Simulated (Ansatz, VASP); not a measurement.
**One calculation of NbSi, two programs**

```
Nb Si
1.0
     0.00000    3.49026    0.00000
     3.49026    0.00000    0.00000
     1.74513    1.74513   -2.73959
Nb Si
1 1
Direct
  0.41400 0.41400 0.17200
  0.00000 0.00000 0.00000
```

Alike in both runs: task single point; functional r2SCAN; k mesh 9 × 9 × 9; occupations tetrahedron; no spin polarisation.

|  | VASP | Ansatz |
| --- | --- | --- |
| version | VASP 6.6.1 | Ansatz 0.2.0 |
| potentials or method | VASP PAW PBE potentials, release 64 (Nb_sv, Si), cutoff 520 eV | PAW plane waves |
| valence electrons in the cell | 17 | 17 |

Ansatz gave:

```
pressure (GPa)                                                : 15.2
traceless stress, the component that is largest in VASP (GPa) : 7.98
rms of the force components (eV/Å)                            : 2.308
```

**Question.** What did VASP give for the same quantities?

**Answer.** Pressure (GPa): 15.1; traceless stress, the component that is largest in VASP (GPa): 8.04; rms of the force components (eV/Å): 2.306.

VASP's potentials were made for PBE, not for r2SCAN. Atom by atom the forces differ by 0.002 eV/Å (rms over components). Ansatz's warnings: band table not solved further, product built on unsolved table, tetrahedron derivatives may miss energy slope.
